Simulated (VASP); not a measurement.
BeS:

```
CELL_PARAMETERS angstrom
0.00000 2.43431 2.43431
2.43431 0.00000 2.43431
2.43431 2.43431 0.00000
ATOMIC_POSITIONS crystal
Be 0.00000 0.00000 0.00000
S 0.25000 0.25000 0.25000
```

Base run:

```yaml
Program: VASP 6.6.1
Functional: LDA
Potentials_or_basis: VASP PAW LDA potentials, release 64 (Be, S)
Cutoff: 600 eV
k_mesh: 6 × 6 × 6
Occupations: gaussian, width 0.01 eV
Spin: no spin polarisation
```

Its results: band gap on the k mesh 2.93 eV (least direct gap 5.55 eV); pressure -4.1 GPa.

Task: The run is repeated on the same cell with these changes: k mesh from 6 × 6 × 6 to 4 × 4 × 4. What comes out?

Result: Band gap on the k mesh 2.91 eV (least direct gap 5.53 eV); pressure -3.6 GPa.

Caveats: some runs use coarse meshes; the cell stands under tension (at least some runs).

A k mesh can miss the band edges.
